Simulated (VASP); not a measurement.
# CoO (I4/mmm) in VASP: further runs, part 2 of 2

VASP 6.6.1.

## Step 3: Single point, PBEsol, collinear spin, ferromagnetic start

Input file INCAR:

```
ALGO = Normal
EDIFF = 1E-6
ENCUT = 520
GGA = PS
ISIF = 2
ISMEAR = 0
ISPIN = 2
LASPH = True
LCHARG = True
LELF = True
LMAXMIX = 4
LORBIT = 11
LREAL = False
LVHAR = True
LWAVE = False
MAGMOM = 2.74 0.38
NBANDS = 18
NELM = 150
PREC = Accurate
SIGMA = 0.1
```

Input file KPOINTS:

```
k-points
0
Gamma
  1 1 1
```

Input file POSCAR:

```
CoO
1.0
   -1.5080001529      1.5080001529      2.1072499549
    1.5080001529     -1.5080001529      2.1072499549
    1.5080001529      1.5080001529     -2.1072499549
Co O
1 1
Direct
    0.0000000000      0.0000000000      0.0000000000
    0.5000000000      0.5000000000      0.0000000000
```

Potentials or basis: VASP PAW PBE potentials, release 64 (Co, O).

Command:

```sh
$ cat potpaw_PBE.64/Co/POTCAR potpaw_PBE.64/O/POTCAR > POTCAR
$ mpirun -np 1 vasp_gam > vasp.out
```

OUTCAR:

```text
EDIFF = 1E-6
   ENCUT = 520
   GGA = PS
   ISIF = 2
   ISMEAR = 0
   ISPIN = 2
   LASPH = True
   LORBIT = 11
   LREAL = False
   NELM = 150
   PREC = Accurate

 ion  position               nearest neighbor table
   1  0.000  0.000  0.000-   2 2.11   2 2.11   2 2.13   2 2.13   2 2.13   2 2.13
   2  0.500  0.500  0.000-   1 2.11   1 2.11   1 2.13   1 2.13   1 2.13   1 2.13

  LATTYP: Found a body centered tetragonal cell.
 ALAT       =     3.0160003058
 C/A-ratio  =     1.3973804650

  Lattice vectors:

 A1 = (  -1.5080001529,   1.5080001529,   2.1072499549)
 A2 = (   1.5080001529,  -1.5080001529,   2.1072499549)
[... 232 lines left out ...]
 -----------------------------------------------------------------------------
  energy-cutoff  :      520.00
  volume of cell :       19.17
      direct lattice vectors                 reciprocal lattice vectors
    -1.508000153  1.508000153  2.107249955     0.000000000  0.331564953  0.237276076
     1.508000153 -1.508000153  2.107249955     0.331564953  0.000000000  0.237276076
     1.508000153  1.508000153 -2.107249955     0.331564953  0.331564953  0.000000000

 POSITION                                       TOTAL-FORCE (eV/Angst)
 -----------------------------------------------------------------------------------
      0.00000      0.00000      0.00000        -0.000000      0.000000      0.000000
      0.00000      0.00000      2.10725         0.000000     -0.000000     -0.000000
 -----------------------------------------------------------------------------------
    total drift:                               -0.000000      0.000000     -0.000000

  FREE ENERGIE OF THE ION-ELECTRON SYSTEM (eV)
  ---------------------------------------------------
  free  energy   TOTEN  =        -6.0251473485 eV

  energy  without entropy=       -5.9401779177  energy(sigma->0) =       -5.98266263

 total charge

# of ion       s       p       d       tot
------------------------------------------
    1        0.232   0.198   7.321   7.751
    2        1.289   3.806   0.000   5.096
--------------------------------------------------
tot          1.521   4.004   7.321  12.847

 magnetization (x)

# of ion       s       p       d       tot
------------------------------------------
    1       -0.004   0.030   2.103   2.129
    2        0.013   0.615   0.000   0.628
--------------------------------------------------
tot          0.008   0.646   2.103   2.758
```

OSZICAR:

```text
N       E                     dE             d eps       ncg     rms          rms(c)
DAV:   1     0.826945623387E+02    0.82695E+02   -0.62444E+03    88   0.112E+03
DAV:   2    -0.797839729255E+01   -0.90673E+02   -0.71955E+02    86   0.223E+02
[... 45 lines left out ...]
DAV:  48    -0.602515093162E+01    0.10758E-03   -0.15412E-05    82   0.438E-02    0.121E-01
DAV:  49    -0.602517493414E+01   -0.24003E-04   -0.30760E-06    74   0.167E-02    0.199E-01
DAV:  50    -0.602515362267E+01    0.21311E-04   -0.26240E-06    80   0.171E-02    0.110E-01
DAV:  51    -0.602515536207E+01   -0.17394E-05   -0.10422E-06    62   0.901E-03    0.113E-01
DAV:  52    -0.602514781661E+01    0.75455E-05   -0.13465E-06    52   0.116E-02    0.545E-02
DAV:  53    -0.602514734855E+01    0.46807E-06   -0.97421E-07    54   0.688E-03
   1 F= -.60251473E+01 E0= -.59826626E+01  d E =-.849694E-01  mag=     3.0000
```

stdout:

```text
POSCAR found type information on POSCAR CoO
 POSCAR found :  2 types and       2 ions
 scaLAPACK will be used
 -----------------------------------------------------------------------------
|                                                                             |
|                                                                             |
|     You enforced a specific xc type in the INCAR file but a different       |
|     I HOPE YOU KNOW WHAT YOU ARE DOING!                                     |
|                                                                             |
 -----------------------------------------------------------------------------

 LDA part: xc-table for (Slater+PW92), standard interpolation
 POSCAR, INCAR and KPOINTS ok, starting setup
 FFT: planning ... GRIDC
 FFT: planning ... GRID_SOFT
 FFT: planning ... GRID
 WAVECAR not read
 entering main loop
```

It took 15 s on 1 thread of Intel Xeon 6975P-C (Granite Rapids), shared host; peak memory 0.14 GiB.

What came out:

| Quantity | Value |
| --- | --- |
| Free energy | -6.0251 eV |
| Pressure | 11.6 GPa |
| Band gap on the k mesh | zero (filled and empty bands touch) |
| Net moment | 3.00 μB per cell |
| Site moments | Co +2.13; O +0.63 μB |
| Valence electrons inside the program's atomic spheres | Co 7.75; O 5.10 |

Stress tensor (GPa, compression positive):
```
14.86  0.00  0.00
 0.00 14.86  0.00
 0.00  0.00  5.17
```

Levels at points of the mesh, in eV from the Fermi level:
Spin up:
| k point | band 6 | band 7 | band 8 | band 9 | band 10 | band 11 | band 12 | band 13 |
| --- | --- | --- | --- | --- | --- | --- | --- | --- |
| (0.00, 0.00, 0.00) | -1.40 | -1.40 | -1.40 | -0.84 | 2.45 | 18.26 | 19.02 | 19.24 |
Spin down:
```tsv
k point	band 5	band 6	band 7	band 8	band 9	band 10
(0.00, 0.00, 0.00)	-0.10	-0.02	-0.02	1.30	1.37	3.25
```

Caveat: the k points lie up to 2.95 Å⁻¹ apart; the PAW data sets were made with another functional, which shifts forces and pressure a little; a cell with one magnetic atom can't hold antiferromagnetic order, which such compounds often take; semilocal functionals often make such compounds metallic where correlation or magnetic order opens a gap, which also shifts bond lengths. With open d or f shells a metallic result of PBEsol can be an artefact of self-interaction; +U or a hybrid may open a gap.
